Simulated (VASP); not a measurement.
Wanted: the native input for a VASP 6.6.1 run.

| Item | Value |
| --- | --- |
| Task | single point |
| Functional | PBE |
| Potentials or basis | VASP PAW PBE potentials, release 64 (Si, C) |
| Cutoff | 520 eV |
| k mesh | 12 × 12 × 6 |
| Occupations | fermi-dirac, width 0.02 eV |
| Spin | no spin polarisation |
| Dipole correction | no |
| Further INCAR settings | ALGO = Normal; EDIFF = 1e-06; NBANDS = 16 |

The structure of SiC lies in POSCAR:

```
SiC
1.0
    3.2291240577      0.0000000000      0.0000000000
   -1.6145620289      2.7965034660      0.0000000000
    0.0000000000      0.0000000000      5.3005135055
Si C
2 2
Direct
    0.3333333333      0.6666666667     -0.0005783930
    0.6666666667      0.3333333333      0.4994216070
    0.3333333333      0.6666666667      0.3755783930
    0.6666666667      0.3333333333      0.8755783930
```

This cell differs from its parent crystal: strain +5.0%.

One way to write it, as run:

INCAR

```
PREC = Accurate
ENCUT = 520
EDIFF = 1E-6
ISMEAR = -1
SIGMA = 0.02
LREAL = False
LASPH = True
NELM = 60
ALGO = Normal
ISIF = 2
LWAVE = False
LCHARG = False
GGA = PE
NBANDS = 16
```

KPOINTS

```
Automatic mesh
0
Gamma
  12 12 6
```

Potentials or basis: VASP PAW PBE potentials, release 64 (Si, C).

Command:

```bash
$ cat potpaw_PBE.64/Si/POTCAR potpaw_PBE.64/C/POTCAR > POTCAR
$ mpirun -np 1 vasp_std > vasp.out
```

Results of the run:

```
Pressure               : -21.4 GPa
Band gap on the k mesh : 2.53 eV (least direct gap 3.64 eV)
```

Caveat: the cell differs from its parent crystal (strain +5.0%); the cell stands under tension.

It took 16 s on 1 thread of Intel(R) Xeon(R) 6975P-C (Granite Rapids) (shared host), peak memory 0.18 GiB.
